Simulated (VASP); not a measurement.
# B2Ru3 (P4/mmm) in VASP: notebook, part 2 of 3

VASP 6.6.1. Earlier steps stand in the parts before.

**3. Single point, PBE**

This run uses another cell than the first one, of 13.32 Å³/atom.

The input, INCAR:

```
SYSTEM = B2Ru3
PREC     = Accurate       ! precision mode
ENCUT    = 520            ! plane-wave cutoff, eV
EDIFF    = 1E-7           ! SCF threshold, eV
ISMEAR   = 0              ! smearing method
SIGMA    = 0.1            ! smearing width, eV
LREAL    = .FALSE.        ! projectors in reciprocal space
LASPH    = .TRUE.         ! aspherical terms in the spheres
NELM     = 100            ! most SCF steps
ALGO     = Fast           ! electronic algorithm
ISIF     = 2              ! what is computed and relaxed
LWAVE    = .FALSE.        ! write WAVECAR
LCHARG   = .FALSE.        ! write CHGCAR
GGA      = PE             ! functional
NBANDS   = 32             ! bands
```

The input, KPOINTS:

```
regular mesh
0
G
  8 8 12
  0 0 0
```

The input, POSCAR:

```
B2Ru3
1.0
    4.6698498716      0.0000000000      0.0000000000
    0.0000000000      4.6698498716      0.0000000000
    0.0000000000      0.0000000000      3.0543418794
B Ru
2 3
Direct
    0.5000000000      0.5000000000      0.2488899571
    0.5000000000      0.5000000000      0.7511100429
    0.0000000000      0.0000000000      0.0000000000
    0.0000000000      0.5000000000      0.0000000000
    0.5000000000      0.0000000000      0.0000000000
```

Potentials or basis: VASP PAW PBE potentials, release 64 (B, Ru_pv).

Run with:

```
cat potpaw_PBE.64/B/POTCAR potpaw_PBE.64/Ru_pv/POTCAR > POTCAR
mpirun -np 1 vasp_std > vasp.out
```

OUTCAR:

```text
SYSTEM = B2Ru3
   PREC = Accurate
   ENCUT = 520
   EDIFF = 1E-7
   ISMEAR = 0
   LREAL = .FALSE.
   LASPH = .TRUE.
   NELM = 100
   ISIF = 2
   GGA = PE

 ion  position               nearest neighbor table
   1  0.500  0.500  0.249-   2 1.52   2 1.53   4 2.46   5 2.46   5 2.46   4 2.46
   2  0.500  0.500  0.751-   1 1.52   1 1.53   5 2.46   4 2.46   5 2.46   4 2.46
   3  0.000  0.000  0.000-   4 2.33   5 2.33   4 2.33   5 2.33
   4  0.000  0.500  0.000-   3 2.33   3 2.33   1 2.46   2 2.46   1 2.46   2 2.46   5 3.30   5 3.30
                             5 3.30   5 3.30
   5  0.500  0.000  0.000-   3 2.33   3 2.33   1 2.46   1 2.46   2 2.46   2 2.46   4 3.30   4 3.30
                             4 3.30   4 3.30

  LATTYP: Found a simple tetragonal cell.
 ALAT       =     4.6698498716
 C/A-ratio  =     0.6540556899

  Lattice vectors:

 A1 = (   4.6698498716,   0.0000000000,   0.0000000000)
 A2 = (   0.0000000000,   4.6698498716,   0.0000000000)
 A3 = (   0.0000000000,   0.0000000000,   3.0543418794)

Analysis of symmetry for initial positions (statically):
=====================================================================
 Subroutine PRICEL returns:
 Original cell was already a primitive cell.

 Routine SETGRP: Setting up the symmetry group for a
 simple tetragonal supercell.

 Subroutine GETGRP returns: Found 16 space group operations
 (whereof 16 operations were pure point group operations)
 out of a pool of 16 trial point group operations.

The static configuration has the point symmetry D_4h.

Analysis of symmetry for dynamics (positions and initial velocities):
=====================================================================
 Subroutine PRICEL returns:
 Original cell was already a primitive cell.

 Routine SETGRP: Setting up the symmetry group for a
 simple tetragonal supercell.

[... 124 lines left out ...]
   EFERMI =   0.00;   METHOD = LEGACY
   ISMEAR =     0;   SIGMA  =   0.10  broadening in eV -4-tet -1-fermi 0-gaus
   EFERMI_NEDOS =   21; number of points for ismear=-14 and -15
   IALGO  =     68    algorithm
   IMIX   =      4    mixing-type and parameters
     AMIX     =   0.40;   BMIX     =  1.00
     AMIX_MAG =   1.60;   BMIX_MAG =  1.00
  volume/ion in A,a.u.               =      13.32        89.90
  Fermi-wavevector in a.u.,A,eV,Ry     =   1.467734  2.773615 29.310265  2.154244
  Thomas-Fermi vector in A             =   2.583316
   LORBIT       =      0    0 simple, 1 ext, 2 COOP (PROOUT), +10 PAW based schemes
   GGA     = PE    functional components
   LHFCALC =     F    Hartree Fock is set to
   AEXX    =    0.0000 exact exchange contribution
   IVDW    =     0    specifies the selected vdW correction
   LEPSILON=     F    determine dielectric tensor
   LRPA    =     F    only Hartree local field effects (RPA)
 non-spin polarized calculation
 RMM-DIIS sequential band-by-band and
 Gauss-broadening in eV      SIGMA  =   0.10
  energy-cutoff  :      520.00
  volume of cell :       66.61
 maximum number of plane-waves:      1827
 NGX is ok and might be reduce to    36
   NGX = 17   NGY = 17   NGZ = 11

 number of electron      48.0000011 magnetization

 Free energy of the ion-electron system (eV)
  ---------------------------------------------------
  ext. energy  EPLUGINS =         0.00000000
  ---------------------------------------------------
  free energy    TOTEN  =       -36.14944041 eV

  energy without entropy =      -36.12045921  energy(sigma->0) =      -36.13494981

 E-fermi :   8.2356     XC(G=0): -12.2753

 val. band max:        8.2348484406   @ k =   0.5000   0.0000   0.4167
 cond. band min:       8.2368625532   @ k =   0.3750   0.1250   0.0833
 fundamental gap:      0.0020141127
 Fermi energy:         8.2356068515

 k-point     1 :       0.0000    0.0000    0.0000
  band No.  band energies     occupation
      1     -35.7544      2.00000
      2     -35.7544      2.00000
      3     -34.5339      2.00000
      4     -34.1019      2.00000
      5     -34.1019      2.00000
      6     -33.9332      2.00000
[... 829 lines left out ...]
     31      14.3639      0.00000
     32      16.6735      0.00000

 [... further k-points ...]
[... 5 lines left out ...]
  --------------------------------------------------------------------------------------
  -------------------------------------------------------------------------------------
  Total        0.1222048      0.1222048     -0.0556690      0.0000000      0.0000000      0.0000000
  in kB        2.9395136      2.9395136     -1.3390627      0.0000000      0.0000000      0.0000000
  external PRESSURE =       1.5133215 kB  Pullay stress =       0.0000000 kB

 VOLUME and BASIS-vectors are now :
 -----------------------------------------------------------------------------
  energy-cutoff  :      520.00
  volume of cell :       66.61
      direct lattice vectors                 reciprocal lattice vectors
     4.669849872  0.000000000  0.000000000     0.214139646  0.000000000  0.000000000
     0.000000000  4.669849872  0.000000000     0.000000000  0.214139646  0.000000000
     0.000000000  0.000000000  3.054341879     0.000000000  0.000000000  0.327402773

 POSITION                                       TOTAL-FORCE (eV/Angst)
 -----------------------------------------------------------------------------------
      2.33492      2.33492      0.76020         0.000000      0.000000      0.018088
      2.33492      2.33492      2.29415         0.000000     -0.000000     -0.018088
      0.00000      0.00000      0.00000         0.000000      0.000000      0.000000
      0.00000      2.33492      0.00000         0.000000      0.000000      0.000000
      2.33492      0.00000      0.00000         0.000000      0.000000      0.000000
 -----------------------------------------------------------------------------------
    total drift:                                0.000000     -0.000000     -0.000000

  FREE ENERGIE OF THE ION-ELECTRON SYSTEM (eV)
  ---------------------------------------------------
  free  energy   TOTEN  =       -36.1494404055 eV

  energy  without entropy=      -36.1204592065  energy(sigma->0) =      -36.13494981
```

OSZICAR:

```text
N       E                     dE             d eps       ncg     rms          rms(c)
DAV:   1     0.492196866854E+03    0.49220E+03   -0.27842E+04  6856   0.154E+03
DAV:   2    -0.260982086176E+02   -0.51830E+03   -0.49611E+03  7512   0.464E+02
DAV:   3    -0.417056641655E+02   -0.15607E+02   -0.15182E+02  8048   0.833E+01
DAV:   4    -0.419455447978E+02   -0.23988E+00   -0.23954E+00  7680   0.943E+00
DAV:   5    -0.419519756586E+02   -0.64309E-02   -0.64299E-02  8352   0.139E+00    0.213E+01
RMM:   6    -0.366677572758E+02    0.52842E+01   -0.21470E+01  7005   0.235E+01    0.787E+00
RMM:   7    -0.362511095983E+02    0.41665E+00   -0.24427E+00  6790   0.911E+00    0.526E+00
RMM:   8    -0.362718390854E+02   -0.20729E-01   -0.56147E-01  7227   0.400E+00    0.448E+00
RMM:   9    -0.361489200163E+02    0.12292E+00   -0.18933E-01  7042   0.223E+00    0.923E-01
RMM:  10    -0.361490658540E+02   -0.14584E-03   -0.27809E-02  7652   0.728E-01    0.164E-01
RMM:  11    -0.361492909405E+02   -0.22509E-03   -0.61035E-03  8020   0.344E-01    0.106E-01
RMM:  12    -0.361494164649E+02   -0.12552E-03   -0.14119E-03  8624   0.142E-01    0.791E-02
RMM:  13    -0.361494372826E+02   -0.20818E-04   -0.22361E-04  8585   0.643E-02    0.114E-02
RMM:  14    -0.361494401205E+02   -0.28379E-05   -0.49508E-05  8586   0.304E-02    0.137E-02
RMM:  15    -0.361494404687E+02   -0.34820E-06   -0.96220E-06  8754   0.142E-02    0.502E-03
RMM:  16    -0.361494404762E+02   -0.75761E-08   -0.15893E-06  7385   0.593E-03    0.461E-03
RMM:  17    -0.361494404055E+02    0.70790E-07   -0.40072E-07  5907   0.341E-03
   1 F= -.36149440E+02 E0= -.36134950E+02  d E =-.289812E-01
```

It took 4.9 min on 1 thread of AMD EPYC 7R43 (Zen 3), shared host; peak memory 0.26 GiB.

Results:

* Free energy: -36.1494 eV
* Pressure: 0.2 GPa
* Largest force: 0.018 eV/Å
* Band gap on the k mesh: zero (bands 24 and 25 overlap by 2.53 eV)

Forces in eV/Å, atoms in the order of the input:
```
B    0.000  0.000  0.018
B    0.000  0.000 -0.018
Ru   0.000  0.000  0.000
Ru   0.000  0.000  0.000
Ru   0.000  0.000  0.000
```

Levels at points of the mesh, in eV from the Fermi level:
| k point | band 21 | band 22 | band 23 | band 24 | band 25 | band 26 | band 27 | band 28 |
| --- | --- | --- | --- | --- | --- | --- | --- | --- |
| (0.00, 0.00, 0.00) | -0.88 | -0.49 | -0.49 | -0.18 | 0.85 | 1.62 | 1.66 | 1.66 |
| (0.50, 0.00, 0.00) | -1.49 | -1.31 | -1.28 | -0.90 | -0.63 | -0.31 | 1.21 | 1.65 |
| (0.50, 0.50, 0.00) | -1.68 | -1.21 | -1.20 | -1.20 | -1.20 | -0.52 | 0.03 | 0.03 |
| (0.00, 0.00, 0.50) | 0.18 | 0.28 | 1.10 | 1.12 | 1.12 | 1.47 | 1.71 | 2.06 |
| (0.50, 0.00, 0.50) | -1.26 | -0.59 | 0.30 | 0.78 | 0.97 | 1.14 | 2.11 | 2.26 |
| (0.50, 0.50, 0.50) | -1.62 | -1.25 | -1.14 | -0.23 | 0.03 | 0.03 | 0.86 | 0.86 |

**4. Relaxation of cell and atoms, PBE**

This run uses another cell than the first one, of 13.33 Å³/atom.

The input, INCAR:

```
SYSTEM = B2Ru3
PREC = Accurate ; ENCUT = 600
EDIFF = 1E-6 ; ISMEAR = 0
SIGMA = 0.1 ; LREAL = .False.
LASPH = .True. ; NELM = 80
ALGO = Fast ; ISIF = 3
LWAVE = .False. ; LCHARG = .False.
GGA = PE ; IBRION = 2
NSW = 90 ; EDIFFG = -0.04
```

The input, KPOINTS:

```
regular mesh
0
Gamma
  4 4 6
  0 0 0
```

The input, POSCAR:

```
B2Ru3
1.0
    4.6738036439      0.0000000000      0.0000000000
    0.0000000000      4.6738036439      0.0000000000
    0.0000000000      0.0000000000      3.0508249029
B Ru
2 3
Direct
    0.5000000000      0.5000000000      0.2497907693
    0.5000000000      0.5000000000      0.7502092307
    0.0000000000      0.0000000000      0.0000000000
    0.0000000000      0.5000000000      0.0000000000
    0.5000000000      0.0000000000      0.0000000000
```

Run with:

```
cat potpaw_PBE.64/B/POTCAR potpaw_PBE.64/Ru_pv/POTCAR > POTCAR
mpirun -np 1 vasp_std > vasp.out
```

Wall time 4.1 min (1 thread of AMD EPYC 7R43 (Zen 3), shared host); peak memory 0.18 GiB.

The run converged. Its results:

```yaml
Free_energy: -36.2787 eV
Relaxed_volume: 13.31 Å³/atom
Relaxed_cell: a = 4.676 Å, b = 4.676 Å, c = 3.044 Å, α = 90.00°, β = 90.00°, γ = 90.00°
Space_group_after_relaxing_to_0.1_Å: P4/mmm (No. 123)
Energy_gained_by_relaxing: 0.2 meV/atom
Ionic_steps: 5
Pressure_after_relaxing: 0.0 GPa
```

Stress tensor (GPa, compression positive):
```
 0.07  0.00  0.00
 0.00  0.07  0.00
 0.00  0.00 -0.18
```

Step by step:
```
step  energy change (eV)  largest force (eV/Å)  pressure (GPa)  volume (Å³)
   1              0.0000                0.1379           -0.22        66.64
   2              0.0030                0.6376            0.20        66.47
   3             -0.0005                0.0732           -0.12        66.59
   4             -0.0004                0.1063            0.17        66.47
   5             -0.0012                0.0019           -0.01        66.54
```

Final structure:
```
B Ru
1.0
     4.67578    0.00000    0.00000
     0.00000    4.67578    0.00000
     0.00000    0.00000    3.04352
B Ru
2 3
Cartesian
  2.3379 2.3379 0.7590
  2.3379 2.3379 2.2845
  0.0000 0.0000 0.0000
  0.0000 2.3379 0.0000
  2.3379 0.0000 0.0000
```

Levels at points of the mesh, in eV from the Fermi level:
| k point | band 22 | band 23 | band 24 | band 25 | band 26 | band 27 |
| --- | --- | --- | --- | --- | --- | --- |
| (0.00, 0.00, 0.00) | -0.54 | -0.54 | -0.26 | 0.74 | 1.48 | 1.53 |
| (0.50, 0.00, 0.00) | -1.45 | -1.42 | -0.95 | -0.67 | -0.39 | 1.09 |
| (0.50, 0.50, 0.00) | -1.35 | -1.35 | -1.26 | -1.24 | -0.57 | -0.05 |
| (0.00, 0.00, 0.50) | 0.20 | 0.97 | 0.97 | 0.99 | 1.40 | 1.57 |
| (0.50, 0.00, 0.50) | -0.68 | 0.21 | 0.65 | 0.90 | 0.99 | 2.01 |
| (0.50, 0.50, 0.50) | -1.40 | -1.23 | -0.33 | -0.04 | -0.04 | 0.73 |

Caveat: the highest band is partly filled, so the run has too few bands.

(Continued in part 3 of 3.)
